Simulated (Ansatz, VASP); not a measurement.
# Two plane-wave programs on Rh

Contents of INCAR:

```
PREC = Accurate ; ENCUT = 520
EDIFF = 1E-7 ; ISMEAR = 0
SIGMA = 0.15 ; LREAL = F
LASPH = T ; NELM = 100
ALGO = Fast ; ISIF = 2
LWAVE = F ; LCHARG = F
GGA = PS ; NBANDS = 22
```

The input KPOINTS:

```
regular mesh
0
Gamma
  21 21 12
```

File POSCAR:

```
Rh
1.0
    2.6490496710      0.0000000000      0.0000000000
   -1.3245248355      2.2941443109      0.0000000000
    0.0000000000      0.0000000000      4.4949163350
Rh
2
Direct
    0.6666666667      0.3333333333      0.7500000000
    0.3333333333      0.6666666667      0.2500000000
```

Input for Ansatz:

```yaml
crystal:
  lattice:
    - [2.649049671, 0.0, 0.0]
    - [-1.3245248355, 2.2941443109, 0.0]
    - [0.0, 0.0, 4.494916335]
  atoms:
    - { symbol: Rh, position: [0.6666666667, 0.3333333333, 0.75] }
    - { symbol: Rh, position: [0.3333333333, 0.6666666667, 0.25] }
basis:
  ecutwfc: 420
kpoints:
  mp_grid: { grid: [21, 21, 12] }
hamiltonian:
  xc: pbesol
scf:
  occupations: { method: gaussian, width: 0.15 }
output:
  forces: true
  stress: true
  eigenvalues: true
```

Change from the starting cell: strain -0.030 along x and y, +0.015 along z, atoms carried along.

Alike in both runs: task single point; functional PBEsol; k mesh 21 × 21 × 12; occupations gaussian, width 0.15 eV; no spin polarisation.

|  | VASP | Ansatz |
| --- | --- | --- |
| version | VASP 6.6.1 | Ansatz 0.2.0 |
| potentials or method | VASP PAW PBE potentials, release 64 (Rh_pv), cutoff 520 eV | scalar-relativistic, plane waves, PAW |
| valence electrons in the cell | 30 | 34 |

```tsv
	VASP	Ansatz	Ansatz less VASP
gap on the k mesh at the Fermi level (eV)	none	none	-
pressure (GPa)	-1.7	-1.6	+0.05
traceless stress, the component that is largest in VASP (GPa)	-9.48	-9.47	+0.008
```

VASP's potentials were made for PBE, not for PBEsol. A gap of «none» marks a metal or a gap that the smearing closes. VASP's potentials hold 30 valence electrons a cell and Ansatz's 34, so a difference there can come from the potentials and not from the codes.
